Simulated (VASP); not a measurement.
# Tl2CuO4: single point with PBE

Tl2CuO4:

```
Tl Cu O
1.0
    -1.99279    1.99279    6.01198
     1.99279   -1.99279    6.01198
     1.99279    1.99279   -6.01198
Tl Cu O
2 1 4
Direct
  0.34938 0.34938 0.00000
  0.65062 0.65062 0.00000
  0.00000 0.00000 0.00000
  0.00000 0.50000 0.50000
  0.50000 0.00000 0.50000
  0.25000 0.75000 0.50000
  0.75000 0.25000 0.50000
```

```yaml
Program: VASP 6.6.1
Task: single point
Functional: PBE
Potentials_or_basis: VASP PAW PBE potentials, release 64 (Tl_d, Cu, O)
Cutoff: 520 eV
k_mesh: 10 × 10 × 10
Occupations: fermi-dirac, width 0.05 eV
Spin: no spin polarisation
Dipole_correction: no
Further_INCAR_settings: ALGO = Normal; EDIFF = 1e-07; NBANDS = 40
```

- Pressure: -4.5 GPa
- Largest force: 0.242 eV/Å
- Band gap on the k mesh: zero (an odd number of electrons rules out a gap without spin polarisation)

Forces in eV/Å, atoms in the order of the input:
```
Tl   0.000  0.000 -0.242
Tl   0.000  0.000  0.242
Cu   0.000  0.000  0.000
O    0.000  0.000  0.000
O    0.000  0.000  0.000
O    0.000  0.000  0.000
O    0.000  0.000  0.000
```

Stress tensor (GPa, compression positive):
```
-5.38  0.00  0.00
 0.00 -5.38  0.00
 0.00  0.00 -2.78
```

Levels at points of the mesh, in eV from the Fermi level:
```
           k point  band 29  band 30  band 31  band 32  band 33  band 34
(0.00, 0.00, 0.00)    -1.28    -0.61    -0.47    -0.47     2.71     5.02
(0.50, 0.00, 0.00)    -0.57    -0.48    -0.31     2.22     2.22     5.63
(0.50, 0.50, 0.00)    -0.14    -0.12     1.02     2.00     2.92     5.64
(0.50, 0.50, 0.50)    -0.71    -0.71    -0.41     0.88     1.40     4.20
```

It took 22 min on 1 thread of Intel(R) Xeon(R) 6975P-C (Granite Rapids), with other jobs on the host, peak memory 0.58 GiB.

Caveat: the cell stands under tension; spin-orbit coupling is left out, which moves the levels of the heavy elements; an odd number of electrons without spin polarisation forces a metal; a magnetic or distorted state may lie lower; semilocal functionals often make such compounds metallic where correlation or magnetic order opens a gap, which also shifts bond lengths. With open d or f shells a metallic result of PBE can be an artefact of self-interaction; +U or a hybrid may open a gap.
